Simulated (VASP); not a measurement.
# SrO (Fm-3m) in VASP: further runs, part 2 of 2

VASP 6.6.1. Earlier steps stand in the parts before.

## 3. Relaxation of cell and atoms, RPBE+D3(BJ)

INCAR reads:

```
SYSTEM = SrO
PREC     = Accurate       ! precision mode
ENCUT    = 600            ! plane-wave cutoff, eV
EDIFF    = 1E-6           ! SCF threshold, eV
ISMEAR   = -1             ! smearing method
SIGMA    = 0.05           ! smearing width, eV
LREAL    = .False.        ! projectors in reciprocal space
LASPH    = .True.         ! aspherical terms in the spheres
NELM     = 80             ! most SCF steps
ALGO     = Normal         ! electronic algorithm
ISIF     = 3              ! what is computed and relaxed
LWAVE    = .False.        ! write WAVECAR
LCHARG   = .False.        ! write CHGCAR
GGA      = RP             ! functional
IVDW     = 12             ! dispersion correction
IBRION   = 2              ! ionic algorithm
NSW      = 60             ! ionic steps
EDIFFG   = -0.01          ! ionic threshold
```

KPOINTS reads:

```
Automatic mesh
0
Gamma
  9 9 9
  0 0 0
```

POSCAR reads:

```
SrO
1.0
    0.0000000000      2.5663000000      2.5663000000
    2.5663000000      0.0000000000      2.5663000000
    2.5663000000      2.5663000000      0.0000000000
Sr O
1 1
Direct
    0.5000000000      0.5000000000      0.5000000000
    0.0000000000      0.0000000000      0.0000000000
```

Potentials or basis: VASP PAW PBE potentials, release 64 (Sr_sv, O).

The run is started by

```bash
> cat potpaw_PBE.64/Sr_sv/POTCAR potpaw_PBE.64/O/POTCAR > POTCAR
> mpirun -np 1 vasp_std > vasp.out
```

OUTCAR:

```text
SYSTEM = SrO
   PREC = Accurate
   ENCUT = 600
   EDIFF = 1E-6
   ISMEAR = -1
   LREAL = .False.
   LASPH = .True.
   NELM = 80
   ISIF = 3
   GGA = RP
   IVDW = 12
   IBRION = 2
   NSW = 60
   EDIFFG = -0.01
 IVDW          = 12

 ion  position               nearest neighbor table
   1  0.500  0.500  0.500-   2 2.57   2 2.57   2 2.57   2 2.57   2 2.57   2 2.57
   2  0.000  0.000  0.000-   1 2.57   1 2.57   1 2.57   1 2.57   1 2.57   1 2.57

  LATTYP: Found a face centered cubic cell.
 ALAT       =     5.1326000000

  Lattice vectors:

 A1 = (   0.0000000000,   2.5663000000,   2.5663000000)
 A2 = (   2.5663000000,   0.0000000000,   2.5663000000)
 A3 = (   2.5663000000,   2.5663000000,   0.0000000000)

Analysis of symmetry for initial positions (statically):
=====================================================================
 Subroutine PRICEL returns:
 Original cell was already a primitive cell.

 Routine SETGRP: Setting up the symmetry group for a
 face centered cubic supercell.

 Subroutine GETGRP returns: Found 48 space group operations
[... 9 lines left out ...]

 Routine SETGRP: Setting up the symmetry group for a
 face centered cubic supercell.

 Subroutine GETGRP returns: Found 48 space group operations
[... 11 lines left out ...]
                                     Primitive cell

  volume of cell :      33.8028

  direct lattice vectors                    reciprocal lattice vectors
     0.000000000  2.566300000  2.566300000    -0.194833028  0.194833028  0.194833028
     2.566300000  0.000000000  2.566300000     0.194833028 -0.194833028  0.194833028
     2.566300000  2.566300000  0.000000000     0.194833028  0.194833028 -0.194833028

  length of vectors
     3.629296265  3.629296265  3.629296265     0.337460704  0.337460704  0.337460704

  position of ions in fractional coordinates (direct lattice)
     0.500000000  0.500000000  0.500000000
     0.000000000  0.000000000  0.000000000

  ion indices of the primitive-cell ions
   primitive index   ion index
                 1           1
                 2           2

----------------------------------------------------------------------------------------

 KPOINTS: Automatic mesh

Automatic generation of k-mesh.
 Grid dimensions read from file:
 generate k-points for:    9    9    9

 Generating k-lattice:

  Cartesian coordinates                     Fractional coordinates (reciprocal lattice)
    -0.021648114  0.021648114  0.021648114     0.111111111  0.000000000  0.000000000
     0.021648114 -0.021648114  0.021648114     0.000000000  0.111111111  0.000000000
     0.021648114  0.021648114 -0.021648114     0.000000000  0.000000000  0.111111111

  Length of vectors
     0.037495634  0.037495634  0.037495634

  Shift w.r.t. Gamma in fractional coordinates (k-lattice)
     0.000000000  0.000000000  0.000000000

 Subroutine IBZKPT returns following result:
 ===========================================

 Found     35 irreducible k-points:

 Following reciprocal coordinates:
            Coordinates               Weight
  0.000000  0.000000  0.000000      1.000000
  0.111111  0.000000  0.000000      8.000000
  0.222222  0.000000  0.000000      8.000000
  0.333333  0.000000  0.000000      8.000000
  0.444444  0.000000  0.000000      8.000000
  0.111111  0.111111  0.000000      6.000000
[... 16 lines left out ...]
 -0.333333  0.333333  0.000000     12.000000
  0.444444  0.444444  0.000000      6.000000
 [... further k-points ...]
   k-points           NKPTS =     35   k-points in BZ     NKDIM =     35   number of bands    NBANDS=     12
   number of dos      NEDOS =    301   number of ions     NIONS =      2
   total plane-waves  NPLWV =  27000
   dimension x,y,z NGX =    30 NGY =   30 NGZ =   30
   dimension x,y,z NGXF=    60 NGYF=   60 NGZF=   60
   ions per type =               1   1
   NGX,Y,Z   is equivalent  to a cutoff of  13.74, 13.74, 13.74 a.u.
   NGXF,Y,Z  is equivalent  to a cutoff of  27.48, 27.48, 27.48 a.u.
 SYSTEM =  SrO
   PREC   = accura    normal or accurate (medium, high low for compatibility)
   ISTART =      0    job   : 0-new  1-cont  2-samecut
   ICHARG =      2    charge: 1-file 2-atom 10-const
   ISPIN  =      1    spin polarized calculation?
   LNONCOLLINEAR =      F non collinear calculations
   LSORBIT =      F    spin-orbit coupling
   LASPH  =      T    aspherical Exc in radial PAW
   ENCUT  =  600.0 eV  44.10 Ry    6.64 a.u.   7.25  7.25  7.25*2*pi/ulx,y,z
   NELM   =     80;   NELMIN=  2; NELMDL= -5     # of ELM steps
   EDIFF  = 0.1E-05   stopping-criterion for ELM
   LREAL  =      F    real-space projection
   EDIFFG = -.1E-01   stopping-criterion for IOM
   NSW    =     60    number of steps for IOM
   IBRION =      2    ionic relax: 0-MD 1-quasi-New 2-CG
   NFREE  =      1    steps in history (QN), initial steepest desc. (CG)
   ISIF   =      3    stress and relaxation
   ISYM   =      2    0-nonsym 1-usesym 2-fastsym
   POTIM  = 0.5000    time-step for ionic-motion
   TEBEG  =    0.0;   TEEND  =   0.0 temperature during run
   PSTRESS=    0.0 pullay stress
   NELECT =      16.0000    total number of electrons
   NUPDOWN=      -1.0000    fix difference up-down
   EMIN   =  10.00;   EMAX   =-10.00  energy-range for DOS
   EFERMI =   0.00;   METHOD = LEGACY
   ISMEAR =    -1;   SIGMA  =   0.05  broadening in eV -4-tet -1-fermi 0-gaus
   EFERMI_NEDOS =   21; number of points for ismear=-14 and -15
   IALGO  =     38    algorithm
   IMIX   =      4    mixing-type and parameters
     AMIX     =   0.40;   BMIX     =  1.00
     AMIX_MAG =   1.60;   BMIX_MAG =  1.00
  volume/ion in A,a.u.               =      16.90       114.06
  Fermi-wavevector in a.u.,A,eV,Ry     =   1.275843  2.410995 22.147245  1.627777
  Thomas-Fermi vector in A             =   2.408533
   LORBIT       =      0    0 simple, 1 ext, 2 COOP (PROOUT), +10 PAW based schemes
   GGA     = RP    functional components
   LHFCALC =     F    Hartree Fock is set to
   AEXX    =    0.0000 exact exchange contribution
   IVDW    =    12    specifies the selected vdW correction
   LEPSILON=     F    determine dielectric tensor
   LRPA    =     F    only Hartree local field effects (RPA)
 conjugate gradient relaxation of ions
 non-spin polarized calculation
  energy-cutoff  :      600.00
  volume of cell :       33.80
 maximum number of plane-waves:      1147
 NGX is ok and might be reduce to    30
   NGX = 15   NGY = 15   NGZ = 15

--------------------------------------- Ionic step        1  -------------------------------------------

 number of electron      15.9999997 magnetization

 Free energy of the ion-electron system (eV)
  ---------------------------------------------------
  ext. energy  EPLUGINS =         0.00000000
  ---------------------------------------------------
  free energy    TOTEN  =       -11.33325319 eV

  energy without entropy =      -11.33325319  energy(sigma->0) =      -11.33325319

 E-fermi :   2.8989     XC(G=0):  -9.8003

 val. band max:        1.8677863803   @ k =   0.0000   0.0000   0.0000
 cond. band min:       5.3047822429   @ k =   0.4444   0.4444   0.0000
 fundamental gap:      3.4369958626
 Fermi energy:         2.8989135598

 k-point     1 :       0.0000    0.0000    0.0000
  band No.  band energies     occupation
      1     -30.5990      2.00000
      2     -13.3232      2.00000
      3     -12.2408      2.00000
      4     -12.2408      2.00000
      5     -12.2408      2.00000
      6       1.8678      2.00000
      7       1.8678      2.00000
      8       1.8678      2.00000
      9       6.0711      0.00000
     10       8.1526      0.00000
     11       8.1526      0.00000
     12       8.1526      0.00000
[... 331 lines left out ...]
 k-point    24 :       0.4444    0.4444    0.0000
  band No.  band energies     occupation
      1     -30.4250      2.00000
      2     -13.5928      2.00000
      3     -12.8475      2.00000
      4     -12.5926      2.00000
      5     -12.5926      2.00000
      6       1.3397      2.00000
      7       1.7755      2.00000
      8       1.7755      2.00000
      9       5.3048      0.00000
     10       9.6577      0.00000
     11      11.9727      0.00000
     12      12.4466      0.00000

 [... further k-points ...]

------------------------ aborting loop because EDIFF is reached ----------------------------------------

 Edisp (eV)   -3.28205

 E8    (eV) :    -2.3871
[... 191 lines left out ...]
--------------------------------------- Ionic step        6  -------------------------------------------

 number of electron      16.0000002 magnetization

 Free energy of the ion-electron system (eV)
  ---------------------------------------------------
  ext. energy  EPLUGINS =         0.00000000
  ---------------------------------------------------
  free energy    TOTEN  =       -10.94215018 eV

  energy without entropy =      -10.94215018  energy(sigma->0) =      -10.94215018

 E-fermi :   3.5908     XC(G=0): -10.4593

 val. band max:        2.5529042648   @ k =   0.4444   0.4444   0.0000
 cond. band min:       5.8553396475   @ k =   0.4444   0.4444   0.0000
 fundamental gap:      3.3024353826
 Fermi energy:         3.5907568262

 k-point     1 :       0.0000    0.0000    0.0000
  band No.  band energies     occupation
      1     -29.5138      2.00000
      2     -12.8148      2.00000
      3     -10.9751      2.00000
      4     -10.9751      2.00000
      5     -10.9751      2.00000
      6       2.5359      2.00000
      7       2.5359      2.00000
      8       2.5359      2.00000
      9       7.7692      0.00000
     10       9.0809      0.00000
     11       9.0809      0.00000
     12       9.0809      0.00000
[... 331 lines left out ...]
 k-point    24 :       0.4444    0.4444    0.0000
  band No.  band energies     occupation
      1     -29.2055      2.00000
      2     -13.1467      2.00000
      3     -12.0726      2.00000
      4     -11.5071      2.00000
      5     -11.5071      2.00000
      6       2.2554      2.00000
      7       2.5529      2.00000
      8       2.5529      2.00000
      9       5.8553      0.00000
     10      11.3975      0.00000
     11      13.5100      0.00000
     12      14.3616      0.00000

 [... further k-points ...]

------------------------ aborting loop because EDIFF is reached ----------------------------------------

 Edisp (eV)   -3.87740

 E8    (eV) :    -2.8381
[... 25 lines left out ...]
  FREE ENERGIE OF THE ION-ELECTRON SYSTEM (eV)
  ---------------------------------------------------
  free  energy   TOTEN  =       -14.8195519123 eV

  energy  without entropy=      -14.8195519123  energy(sigma->0) =      -14.81955191

 reached required accuracy - stopping structural energy minimisation
```

Run time: 67 s. Hardware: 1 thread of Intel Xeon Platinum 8375C at 2.90GHz (Ice Lake), shared host; peak memory 0.19 GiB.

What came out:

```yaml
Free_energy: -14.8196 eV
Relaxed_volume: 14.82 Å³/atom
Relaxed_cell: a = 3.474 Å, b = 3.474 Å, c = 3.474 Å, α = 60.00°, β = 60.00°, γ = 60.00°
Space_group_after_relaxing_to_0.05_Å: Fm-3m (No. 225)
Energy_gained_by_relaxing: 102.1 meV/atom
Ionic_steps: 6
Pressure_after_relaxing: 0.0 GPa
Band_gap_on_the_k_mesh: 3.30 eV, direct
Dispersion_energy_per_atom: -1.939 eV
```

Step by step:
```
step  energy change (eV)  largest force (eV/Å)  pressure (GPa)  volume (Å³)
   1              0.0000                0.0000          -13.87        33.80
   2             -0.0935                0.0000           15.39        27.14
   3             -0.2042                0.0000           -0.16        29.67
   4             -0.2042                0.0000            0.21        29.59
   5             -0.2042                0.0000           -0.17        29.67
   6             -0.2042                0.0000            0.00        29.64
```

Final structure:
```cif
data_structure
_symmetry_space_group_name_H-M 'P 1'
_symmetry_Int_Tables_number 1
_cell_length_a 3.4737
_cell_length_b 3.4737
_cell_length_c 3.4737
_cell_angle_alpha 60.000
_cell_angle_beta 60.000
_cell_angle_gamma 60.000
_cell_volume 29.64
loop_
_atom_site_label
_atom_site_type_symbol
_atom_site_fract_x
_atom_site_fract_y
_atom_site_fract_z
_atom_site_occupancy
Sr1 Sr 0.50000 0.50000 0.50000 1
O1 O 0.00000 0.00000 0.00000 1
```

Caveat: the PAW data sets were made with another functional, which shifts forces and pressure a little; the volume moved by -12 % from the deposited cell, more than functionals usually miss.
